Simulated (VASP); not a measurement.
Set up this calculation in VASP 6.6.1, as the native input.

* Task: electric field gradients
* Functional: PBEsol
* Potentials or basis: VASP PAW PBE potentials, release 64 (Cu)
* Cutoff: 520 eV
* k mesh: 4 × 4 × 4
* Occupations: fermi-dirac, width 0.05 eV
* Spin: no spin polarisation
* Dipole correction: no
* Further INCAR settings: ALGO = Normal; EDIFF = 1e-08; NBANDS = 54

The structure of Cu lies in POSCAR:

```
Cu
1.0
    0.0000000000      3.6150000000      3.6150000000
    3.6150000000      0.0000000000      3.6150000000
    3.6150000000      3.6150000000      0.0000000000
Cu
8
Direct
    0.0000000000      0.0000000000      0.0000000000
    0.0000000000      0.0000000000      0.5000000000
    0.0000000000      0.5000000000      0.0000000000
    0.0000000000      0.5000000000      0.5000000000
    0.5000000000      0.0000000000      0.0000000000
    0.5000000000      0.0000000000      0.5000000000
    0.5000000000      0.5000000000      0.0000000000
    0.5000000000      0.5000000000      0.5000000000
```

The input as run:

INCAR

```
SYSTEM = Cu
PREC = Accurate ; ENCUT = 520
EDIFF = 1E-8 ; ISMEAR = -1
SIGMA = 0.05 ; LREAL = .False.
LASPH = .True. ; NELM = 60
ALGO = Normal ; ISIF = 2
LWAVE = .False. ; LCHARG = .False.
GGA = PS ; LEFG = .True.
NBANDS = 54
```

KPOINTS

```
Automatic mesh
0
Gamma
  4 4 4
  0 0 0
```

Potentials or basis: VASP PAW PBE potentials, release 64 (Cu).

Command:

```sh
$ cat potpaw_PBE.64/Cu/POTCAR > POTCAR
$ mpirun -np 1 vasp_std > vasp.out
```

It gave:

| Quantity | Value |
| --- | --- |
| Pressure | -5.0 GPa |
| Band gap on the k mesh | zero (bands 44 and 45 overlap by 1.97 eV) |
| Largest electric field gradient by atom | zero within the noise of the run |

Caveat: the k points lie up to 0.38 Å⁻¹ apart, too coarse for converged energies and pressures of a metal; the PAW data sets were made with another functional, which shifts forces and pressure a little.

Wall time 55 s on 1 thread of Intel Xeon 8259CL (shared host), peak memory 0.24 GiB.
